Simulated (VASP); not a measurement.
Here is a VASP 6.6.1 calculation.

INCAR

```
SYSTEM = Hg
PREC = Accurate
ENCUT = 520
EDIFF = 1E-7
ISMEAR = 0
SIGMA = 0.05
LREAL = .FALSE.
LASPH = .TRUE.
NELM = 60
ALGO = Fast
ISIF = 2
LWAVE = .FALSE.
LCHARG = .TRUE.
GGA = PS
LELF = .TRUE.
LVHAR = .TRUE.
NBANDS = 12
```

Contents of KPOINTS:

```
regular mesh
0
G
  12 12 12
  0 0 0
```

Contents of POSCAR:

```
Hg
1.0
    0.1098844088      2.2298115459      2.1784572085
    2.3894955496     -0.0133947037      2.3017363211
    2.3963364162      2.3599315249     -0.0202355703
Hg
1
Direct
    0.0000000000      0.0000000000      0.0000000000
```

Potentials or basis: VASP PAW PBE potentials, release 64 (Hg).

Launch:

```console
$ cat potpaw_PBE.64/Hg/POTCAR > POTCAR
$ mpirun -np 1 vasp_std > vasp.out
```

Question: Estimate the band gap on the k mesh.

Answer: Zero (bands 6 and 7 overlap by 2.15 eV).

Question: Estimate the pressure.

Answer: -0.8 GPa.

Stress tensor (GPa, compression positive):
```
-0.63 -0.02  0.13
-0.02 -0.88  0.24
 0.13  0.24 -0.86
```

Caveat: the cell differs from its parent crystal (the cell strained at random); the PAW data sets were made with another functional, which shifts forces and pressure a little; spin-orbit coupling is left out, which moves the levels of the heavy elements.
